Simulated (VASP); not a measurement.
Runs of VASP 6.6.1 on Au. The structure is that of space group Fm-3m (No. 225), or close to it. The cells are those of the table. 

```tsv
level	cell	k mesh	smearing	gap on the mesh (eV)	pressure (GPa)
r2SCAN	a = 2.949 Å, angles 60.0°, 1 atom	14 × 14 × 14	fermi-dirac 0.1 eV	none	(a)
r2SCAN	a = 2.978 Å, angles 60.0°, 1 atom	14 × 14 × 14	fermi-dirac 0.1 eV	none	-7.8
PBE	a = 2.940 Å, angles 60.0°, 1 atom	23 × 23 × 23	fermi-dirac 0.0612256 eV	none	-0.2
PBE	a = 2.880 Å, angles 60.0°, 1 atom	23 × 23 × 23	fermi-dirac 0.0612256 eV	none	10.1
```

Alike in all rows: task single point; potentials or basis VASP PAW PBE potentials, release 64 (Au); no spin polarisation; cutoff (eV) 520.

Q: Fill in the values left out.

A: (a) -4.4.

Caveats: spin-orbit coupling is left out, which moves the levels of the heavy elements; the cell stands under tension (at least some runs); the PAW data sets were made with another functional, which shifts forces and pressure a little (at least some runs); the cell stands under pressure (at least some runs).

A k mesh can miss the band edges, and the runs leave out spin-orbit coupling on Au.

A gap of «none» marks levels without a gap at the run's occupations.
